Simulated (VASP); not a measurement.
## PbSe: single point with r2SCAN

PbSe:

```
Pb Se
1.0
     0.04137    3.09919    3.09919
     3.09919    0.04137    3.09919
     3.09919    3.09919    0.04137
Pb Se
1 1
Direct
  0.00000 0.00000 0.00000
  0.50000 0.50000 0.50000
```

This cell differs from its parent crystal: epitaxial 111 strain -1.0%.

```
Program                : VASP 6.6.1
Task                   : single point
Functional             : r2SCAN
Potentials or basis    : VASP PAW PBE potentials, release 64 (Pb_d, Se)
Cutoff                 : 520 eV
k mesh                 : 8 × 8 × 8
Occupations            : fermi-dirac, width 0.02 eV
Spin                   : non-collinear spin, zero start, spin-orbit coupling
Starting moments       : [[0.0, 0.0, 0.0], [0.0, 0.0, 0.0]] μB
Dipole correction      : no
Further INCAR settings : ALGO = Normal; EDIFF = 1e-06; NBANDS = 32
```

```json
{"Pressure": "0.3 GPa", "Net moment": "0.00 μB per cell", "Valence electrons inside the program's atomic spheres": "Pb 11.83; Se 3.86"}
```

Stress tensor (GPa, compression positive):
```
 0.34 -0.24 -0.24
-0.24  0.34 -0.24
-0.24 -0.24  0.34
```

Moments on the atoms (μB; x, y, z):
```
Pb  0.00 0.00 0.00
Se  0.00 0.00 0.00
```

Wall time 21 min on 1 thread of Intel(R) Xeon(R) Platinum 8488C (Sapphire Rapids), with other jobs on the host, peak memory 0.56 GiB.

Caveat: the cell differs from its parent crystal (epitaxial 111 strain -1.0%); the PAW data sets were made with another functional, which shifts forces and pressure a little.
